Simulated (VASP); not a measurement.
Write the native input for VASP 6.6.1 that does the following.

* Task: single point
* Functional: PBEsol
* Potentials or basis: VASP PAW PBE potentials, release 64 (Zn, O)
* Cutoff: 600 eV
* k mesh: 4 × 4 × 6
* Occupations: gaussian, width 0.01 eV
* Spin: no spin polarisation
* Dipole correction: no
* Further INCAR settings: ALGO = Normal; EDIFF = 1e-06; NBANDS = 46

The structure of ZnO lies in POSCAR:

```
ZnO
1.0
    5.5175700700      0.0000000000      0.0000000000
    0.0000000000      5.5175700700      0.0000000000
    0.0000000000      0.0000000000      3.2587787700
Zn O
4 4
Direct
    0.1819728408      0.1819728408      0.5000000015
    0.8180271592      0.8180271592      0.5000000015
    0.6819728399      0.3180271601      0.0000000000
    0.3180271601      0.6819728399      0.0000000000
    0.8172472307      0.1827527693      0.5000000015
    0.1827527693      0.8172472307      0.5000000015
    0.6827527702      0.6827527702      0.0000000000
    0.3172472298      0.3172472298      0.0000000000
```

The input as run:

INCAR

```
ALGO = Normal ; EDIFF = 1E-6
ENCUT = 600 ; GGA = PS
GGA_COMPAT = False ; ISIF = 2
ISMEAR = 0 ; LASPH = True
LCHARG = False ; LREAL = False
LWAVE = False ; NBANDS = 46
NELM = 120 ; PREC = Accurate
SIGMA = 0.01
```

KPOINTS

```
k-points
0
Gamma
  4 4 6
```

Potentials or basis: VASP PAW PBE potentials, release 64 (Zn, O).

Launch:

```bash
$ cat potpaw_PBE.64/Zn/POTCAR potpaw_PBE.64/O/POTCAR > POTCAR
$ mpirun -np 1 vasp_std > vasp.out
```

It gave:

```
Pressure               : -0.2 GPa
Largest force          : 0.021 eV/Å
Band gap on the k mesh : 0.70 eV, direct
```

Caveat: the PAW data sets were made with another functional, which shifts forces and pressure a little.

Run time: 60 s on 1 thread of Intel(R) Xeon(R) 6975P-C (Granite Rapids), on a shared host, peak memory 0.29 GiB.
